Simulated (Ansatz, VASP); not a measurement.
K in VASP and in Ansatz

```
K
1.0
     0.00000    3.39187    3.39187
     3.39187    0.00000    3.39187
     3.39187    3.39187    0.00000
K
1
Cartesian
  0.0000 0.0000 0.0000
```

Alike in both runs: task single point; functional PBEsol; k mesh 7 × 7 × 7; occupations gaussian, width 0.05 eV; no spin polarisation.

```csv
,VASP,Ansatz
version,VASP 6.6.1,Ansatz 0.2.0
potentials or method,"VASP PAW PBE potentials, release 64 (K_sv)",Ansatz PAW
plane-wave cutoff (eV),520,420
valence electrons in the cell,9,9
```

```csv
,VASP,Ansatz,Ansatz less VASP
gap on the k mesh at the Fermi level (eV),none,none,-
pressure (GPa),-0.3,-0.3,+0.01
```

VASP's potentials were made for PBE, not for PBEsol. A gap of «none» marks a metal or a gap that the smearing closes. The functional is the same, so the differences come from potentials, cutoffs and numerics.
